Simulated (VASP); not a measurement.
# AlRu (WC type) (P-6m2) in VASP: notebook, part 2 of 2

VASP 6.6.1.

### Step 4. Relaxation of cell and atoms, PBE, target pressure 12 GPa, at which the enthalpy is minimised

Contents of INCAR:

```
PREC = Accurate ; ENCUT = 600
EDIFF = 1E-6 ; ISMEAR = -1
SIGMA = 0.1 ; LREAL = F
LASPH = T ; NELM = 100
ALGO = Normal ; ISIF = 3
LWAVE = F ; LCHARG = F
GGA = PE ; IBRION = 2
NSW = 32 ; EDIFFG = -0.005
PSTRESS = 120.0
```

Contents of KPOINTS:

```
regular mesh
0
Gamma
  14 14 12
```

Contents of POSCAR:

```
AlRu
1.0
    2.8316316532      0.0000000000      0.0000000000
   -1.4158158266      2.4522649458      0.0000000000
    0.0000000000      0.0000000000      3.8477838174
Ru Al
1 1
Direct
    0.0000000000      0.0000000000      0.0000000000
    0.3333333333      0.6666666667      0.5000000000
```

Potentials or basis: VASP PAW PBE potentials, release 64 (Ru_pv, Al).

Command:

```
> cat potpaw_PBE.64/Ru_pv/POTCAR potpaw_PBE.64/Al/POTCAR > POTCAR
> mpirun -np 1 vasp_std > vasp.out
```

OUTCAR:

```text
PREC = Accurate
   ENCUT = 600
   EDIFF = 1E-6
   ISMEAR = -1
   LREAL = F
   LASPH = T
   NELM = 100
   ISIF = 3
   GGA = PE
   IBRION = 2
   NSW = 32
   EDIFFG = -0.005
   PSTRESS = 120.0

 ion  position               nearest neighbor table
   1  0.000  0.000  0.000-   2 2.52   2 2.52   2 2.52   2 2.52   2 2.52   2 2.52
   2  0.333  0.667  0.500-   1 2.52   1 2.52   1 2.52   1 2.52   1 2.52   1 2.52

  LATTYP: Found a hexagonal cell.
 ALAT       =     2.8316316532
 C/A-ratio  =     1.3588574676

  Lattice vectors:

 A1 = (   2.8316316532,   0.0000000000,   0.0000000000)
 A2 = (  -1.4158158266,   2.4522649458,   0.0000000000)
 A3 = (   0.0000000000,   0.0000000000,   3.8477838174)

Analysis of symmetry for initial positions (statically):
=====================================================================
 Subroutine PRICEL returns:
 Original cell was already a primitive cell.

 Routine SETGRP: Setting up the symmetry group for a
 hexagonal supercell.

 Subroutine GETGRP returns: Found 12 space group operations
 (whereof 12 operations were pure point group operations)
 out of a pool of 24 trial point group operations.

The static configuration has the point symmetry D_3h.

Analysis of symmetry for dynamics (positions and initial velocities):
=====================================================================
 Subroutine PRICEL returns:
 Original cell was already a primitive cell.

 Routine SETGRP: Setting up the symmetry group for a
 hexagonal supercell.

 Subroutine GETGRP returns: Found 12 space group operations
 (whereof 12 operations were pure point group operations)
 out of a pool of 24 trial point group operations.

The dynamic configuration has the point symmetry D_3h.

 Subroutine INISYM returns: Found 12 space group operations
 (whereof 12 operations are pure point group operations),
 and found     1 'primitive' translations
[... 118 lines left out ...]
  Thomas-Fermi vector in A             =   2.530251
   LORBIT       =      0    0 simple, 1 ext, 2 COOP (PROOUT), +10 PAW based schemes
   GGA     = PE    functional components
   LHFCALC =     F    Hartree Fock is set to
   AEXX    =    0.0000 exact exchange contribution
   IVDW    =     0    specifies the selected vdW correction
   LEPSILON=     F    determine dielectric tensor
   LRPA    =     F    only Hartree local field effects (RPA)
 conjugate gradient relaxation of ions
 non-spin polarized calculation
  energy-cutoff  :      600.00
  volume of cell :       26.72
 maximum number of plane-waves:       915
 NGX is ok and might be reduce to    24
   NGX = 11   NGY = 11   NGZ = 15

 number of electron      17.0000003 magnetization

 Free energy of the ion-electron system (eV)
  ---------------------------------------------------
  ext. energy  EPLUGINS =         0.00000000
  ---------------------------------------------------
  free energy    TOTEN  =       -13.87817732 eV

  energy without entropy =      -13.84374666  energy(sigma->0) =      -13.86096199

 E-fermi :  11.0139     XC(G=0): -12.5619

 val. band max:       11.0096547330   @ k =   0.2857   0.0000   0.2500
 cond. band min:      11.0194495276   @ k =   0.2857   0.0000   0.3333
 fundamental gap:      0.0097947947
 Fermi energy:        11.0138668793

 k-point     1 :       0.0000    0.0000    0.0000
  band No.  band energies     occupation
      1     -31.0965      2.00000
      2     -31.0109      2.00000
      3     -31.0109      2.00000
      4       0.9099      2.00000
      5       6.6313      2.00000
      6       9.2003      2.00000
      7       9.2003      2.00000
      8      11.0425      0.85757
      9      11.0491      0.82547
     10      11.0491      0.82547
     11      17.7874      0.00000
     12      22.6602      0.00000
[... 331 lines left out ...]
 k-point    24 :       0.3571    0.2857    0.0000
  band No.  band energies     occupation
      1     -31.3885      2.00000
      2     -31.3139      2.00000
      3     -31.0145      2.00000
      4       6.6500      2.00000
      5       7.2649      2.00000
      6       7.7053      2.00000
      7       7.8207      2.00000
      8       8.5259      2.00000
      9      12.1919      0.00002
     10      13.6572      0.00000
     11      14.5699      0.00000
     12      19.9938      0.00000

 [... further k-points ...]
[... 5 lines left out ...]
  --------------------------------------------------------------------------------------
  -------------------------------------------------------------------------------------
  Total        1.9954697      1.9954697      1.9960226     -0.0000000      0.0000000      0.0000000
  in kB      119.6577697    119.6577697    119.6909227     -0.0000000      0.0000000      0.0000000
  external PRESSURE =      -0.3311793 kB  Pullay stress =     120.0000000 kB

 VOLUME and BASIS-vectors are now :
 -----------------------------------------------------------------------------
  energy-cutoff  :      600.00
  volume of cell :       26.72
      direct lattice vectors                 reciprocal lattice vectors
     2.831631653  0.000000000  0.000000000     0.353153278  0.203893140  0.000000000
    -1.415815827  2.452264946  0.000000000     0.000000000  0.407786280  0.000000000
     0.000000000  0.000000000  3.847783817     0.000000000  0.000000000  0.259889861

 POSITION                                       TOTAL-FORCE (eV/Angst)
 -----------------------------------------------------------------------------------
      0.00000      0.00000      0.00000         0.000000      0.000000      0.000000
     -0.00000      1.63484      1.92389        -0.000000     -0.000000      0.000000
 -----------------------------------------------------------------------------------
    total drift:                                0.000000     -0.000000      0.000000

  FREE ENERGIE OF THE ION-ELECTRON SYSTEM (eV)
  ---------------------------------------------------
  free  energy   TOTEN  =       -13.8781773212 eV

  energy  without entropy=      -13.8437466572  energy(sigma->0) =      -13.86096199

  enthalpy is  TOTEN    =       -11.8770004448 eV   P V=        2.0011768764

 reached required accuracy - stopping structural energy minimisation
```

OSZICAR:

```text
N       E                     dE             d eps       ncg     rms          rms(c)
DAV:   1     0.127817019652E+03    0.12782E+03   -0.10149E+04  4040   0.148E+03
DAV:   2    -0.118445650169E+02   -0.13966E+03   -0.13453E+03  4348   0.373E+02
DAV:   3    -0.146087837621E+02   -0.27642E+01   -0.26984E+01  4868   0.528E+01
DAV:   4    -0.146386127809E+02   -0.29829E-01   -0.29817E-01  4652   0.552E+00
DAV:   5    -0.146393803448E+02   -0.76756E-03   -0.76754E-03  5308   0.787E-01    0.129E+01
DAV:   6    -0.140273403750E+02    0.61204E+00   -0.37162E+00  4460   0.225E+01    0.256E+00
DAV:   7    -0.139054400377E+02    0.12190E+00   -0.40463E-01  4280   0.729E+00    0.238E+00
DAV:   8    -0.138786588506E+02    0.26781E-01   -0.50104E-02  4796   0.255E+00    0.303E-01
DAV:   9    -0.138782349014E+02    0.42395E-03   -0.13550E-03  5056   0.356E-01    0.163E-01
DAV:  10    -0.138781807918E+02    0.54110E-04   -0.16693E-04  4664   0.161E-01    0.298E-02
DAV:  11    -0.138781782904E+02    0.25015E-05   -0.98918E-06  5240   0.368E-02    0.188E-02
DAV:  12    -0.138781773212E+02    0.96920E-06   -0.48038E-07  2752   0.727E-03
   1 F= -.11877000E+02 E0= -.11859785E+02  d E =-.118770E+02
```

CONTCAR:

```text
AlRu
   1.00000000000000
     2.8316316532000001    0.0000000000000000    0.0000000000000000
    -1.4158158266000000    2.4522649458000001    0.0000000000000000
     0.0000000000000000    0.0000000000000000    3.8477838173999999
  Ru              Al
     1     1
Direct
     0.0000000000000000    0.0000000000000000    0.0000000000000000
     0.3333333332999970    0.6666666667000030    0.5000000000000000

  0.00000000E+00  0.00000000E+00  0.00000000E+00
  0.00000000E+00  0.00000000E+00  0.00000000E+00
```

Wall time 27 s (1 thread of Intel Xeon 6975P-C, shared host); peak memory 0.21 GiB.

Results:

* Free energy: -13.8782 eV
* Pressure after relaxing: 12.0 GPa

Final structure:
```xyz
2
Lattice="2.8316 0.0000 0.0000 -1.4158 2.4523 0.0000 0.0000 0.0000 3.8478" Properties=species:S:1:pos:R:3 pbc="T T T"
Ru    0.0000    0.0000    0.0000
Al    0.0000    1.6348    1.9239
```

Levels at points of the mesh, in eV from the Fermi level:
| k point | band 6 | band 7 | band 8 | band 9 | band 10 | band 11 |
| --- | --- | --- | --- | --- | --- | --- |
| (0.00, 0.00, 0.00) | -1.81 | -1.81 | 0.03 | 0.04 | 0.04 | 6.77 |
| (0.50, 0.00, 0.00) | -3.95 | -3.30 | -0.77 | 1.57 | 3.74 | 6.01 |
| (0.00, 0.00, 0.50) | -2.03 | -1.77 | -1.77 | -0.27 | -0.27 | 10.10 |
| (0.50, 0.00, 0.50) | -2.36 | -1.23 | -0.87 | 0.40 | 1.58 | 4.23 |

Caveat: the relaxation stopped at its first step, so nothing moved; the cell is relaxed towards a set pressure, so the enthalpy falls and the energy may rise.

### Step 5. Relaxation of cell and atoms, PBE, target pressure 12 GPa, at which the enthalpy is minimised

This run uses another cell than the first one, of 14.41 Å³/atom, 1.078 times its volume.

Contents of INCAR:

```
PREC = Accurate
ENCUT = 600
EDIFF = 1E-6
ISMEAR = -1
SIGMA = 0.1
LREAL = False
LASPH = True
NELM = 60
ALGO = Normal
ISIF = 3
LWAVE = False
LCHARG = False
GGA = PE
IBRION = 2
NSW = 60
EDIFFG = -0.005
PSTRESS = 120.0
```

Contents of KPOINTS:

```
Automatic mesh
0
Gamma
  14 14 12
```

Contents of POSCAR:

```
AlRu
1.0
    3.2380246290      0.0000000000      0.0000000000
   -1.6190123145      2.8042115868      0.0000000000
    0.0000000000      0.0000000000      3.1732641364
Ru Al
1 1
Direct
    0.0000000000      0.0000000000      0.0000000000
    0.3333333333      0.6666666667      0.5000000000
```

Command:

```
> cat potpaw_PBE.64/Ru_pv/POTCAR potpaw_PBE.64/Al/POTCAR > POTCAR
> mpirun -np 1 vasp_std > vasp.out
```

Wall time 5.6 min (1 thread of Intel Xeon 6975P-C, shared host); peak memory 0.24 GiB.

Results (log left out):

```yaml
Free_energy: -13.8773 eV
Relaxed_volume: 13.36 Å³/atom
Relaxed_cell: a = 2.832 Å, b = 2.832 Å, c = 3.847 Å, α = 90.00°, β = 90.00°, γ = 120.00°
Space_group_after_relaxing_to_0.05_Å: P-6m2 (No. 187)
Energy_change_on_relaxing_the_enthalpy_is_what_falls: -177.5 meV/atom
Ionic_steps: 11
Pressure_after_relaxing: 12.0 GPa
```

Step by step:
```csv
step,energy change (eV),largest force (eV/Å),pressure (GPa),volume (Å³)
1,0.0000,0.0000,7.12,28.81
2,-0.0075,0.0000,18.21,26.96
3,0.0280,0.0000,23.27,26.33
4,-0.1085,0.0000,18.45,26.63
5,-0.3826,0.0000,7.63,27.29
6,-0.3922,0.0000,6.53,27.36
7,-0.3900,0.0000,6.90,27.34
8,-0.3522,0.0000,11.01,26.78
9,-0.3734,0.0000,9.21,27.01
10,-0.3547,0.0000,12.05,26.71
11,-0.3550,0.0000,12.02,26.71
```

Final structure:
```xyz
2
Lattice="2.8319 0.0000 0.0000 -1.4159 2.4525 0.0000 0.0000 0.0000 3.8466" Properties=species:S:1:pos:R:3 pbc="T T T"
Ru    0.0000    0.0000    0.0000
Al    0.0000    1.6350    1.9233
```

Levels at points of the mesh, in eV from the Fermi level:
| k point | band 4 | band 5 | band 6 | band 7 | band 8 | band 9 | band 10 | band 11 | band 12 |
| --- | --- | --- | --- | --- | --- | --- | --- | --- | --- |
| (0.00, 0.00, 0.00) | -10.10 | -4.38 | -1.81 | -1.81 | 0.03 | 0.03 | 0.03 | 6.78 | 11.65 |
| (0.50, 0.00, 0.00) | -5.75 | -3.96 | -3.95 | -3.30 | -0.77 | 1.57 | 3.74 | 6.01 | 7.31 |
| (0.00, 0.00, 0.50) | -7.98 | -6.36 | -2.03 | -1.77 | -1.77 | -0.27 | -0.27 | 10.11 | 12.82 |
| (0.50, 0.00, 0.50) | -5.94 | -4.61 | -2.35 | -1.23 | -0.87 | 0.40 | 1.58 | 4.24 | 6.45 |

Caveat: the cell is relaxed towards a set pressure, so the enthalpy falls and the energy may rise.

### Step 6. Overview

```csv
task,cell,cutoff (eV),gap on the mesh (eV),pressure (GPa)
single point,"a = 2.832, b = 2.832, c = 3.848 Å, angles 90.0, 90.0, 120.0°, 2 atoms",520,none,12.0
single point,"a = 2.831, b = 2.831, c = 3.848 Å, angles 90.0, 90.0, 120.0°, 2 atoms",520,none,12.1
relaxation of cell and atoms,"relaxed to 12 GPa from a = 2.832, b = 2.832, c = 3.848 Å, angles 90.0, 90.0, 120.0°, 2 atoms",600,none,12.0
relaxation of cell and atoms,"relaxed to 12 GPa from a = 3.238, b = 3.238, c = 3.173 Å, angles 90.0, 90.0, 120.0°, 2 atoms",600,none,12.0
```

Alike in all rows: level PBE; potentials or basis VASP PAW PBE potentials, release 64 (Ru_pv, Al); no spin polarisation; k mesh 14 × 14 × 12; smearing fermi-dirac 0.1 eV.

Caveats: the cell is relaxed towards a set pressure, so the enthalpy falls and the energy may rise (some runs); the relaxation stopped at its first step, so nothing moved (some runs).

Total energies depend on the potentials used, so only differences within one code and one set of settings carry meaning.
